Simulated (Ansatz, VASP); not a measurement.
# One calculation of BAs, two programs

```xyz
2
Lattice="0.0000 2.4282 2.4282 2.4282 0.0000 2.4282 2.4282 2.4282 0.0000" Properties=species:S:1:pos:R:3 pbc="T T T"
B     0.0000    0.0000    0.0000
As    1.2141    1.2141    1.2141
```

Alike in both runs: task single point; functional PBE; k mesh 8 × 8 × 8; no spin polarisation.

|  | VASP | Ansatz |
| --- | --- | --- |
| version | VASP 6.6.1 | Ansatz 0.2.0 |
| potentials or method | VASP PAW PBE potentials, release 64 (B, As) | plane waves, PAW |
| plane-wave cutoff (eV) | 500 | 420 |
| occupations | gaussian, width 0.01 eV | fixed |
| valence electrons in the cell | 8 | 18 |

|  | VASP | Ansatz | Ansatz less VASP |
| --- | --- | --- | --- |
| gap on the k mesh at the Fermi level (eV) | 1.24 | 1.24 | +0.007 |
| pressure (GPa) | -3.1 | -3.6 | -0.51 |

VASP's potentials hold 8 valence electrons a cell and Ansatz's 18, so a difference there can come from the potentials and not from the codes.
